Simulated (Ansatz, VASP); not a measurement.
C: VASP beside Ansatz

```
C
1.0
    -0.01780    1.78012    1.78012
     1.78012   -0.01780    1.78012
     1.76232    1.76232    0.00000
C
2
Direct
  0.99984 0.99984 0.00016
  0.25016 0.25016 0.24984
```

Change from the starting cell: shear_xy strain -2.0%.

Alike in both runs: task single point; functional PBE; k mesh 12 × 12 × 12; occupations fermi-dirac, width 0.02 eV; no spin polarisation.

|  | VASP | Ansatz |
| --- | --- | --- |
| version | VASP 6.6.1 | Ansatz 0.2.0 |
| potentials or method | VASP PAW PBE potentials, release 64 (C) | plane waves, PAW |
| plane-wave cutoff (eV) | 520 | 420 |
| valence electrons in the cell | 8 | 8 |

Ansatz gave:

- gap on the k mesh at the Fermi level (eV): 4.12
- pressure (GPa): 4.4
- traceless stress, the component that is largest in VASP (GPa): 11.43
- rms of the force components (eV/Å): 0.012

Problem. What did VASP give for the same quantities?

Solution. gap on the k mesh at the Fermi level (eV): 4.11; pressure (GPa): 5.1; traceless stress, the component that is largest in VASP (GPa): 11.50; rms of the force components (eV/Å): 0.016.

Atom by atom the forces differ by 0.003 eV/Å (rms over components).
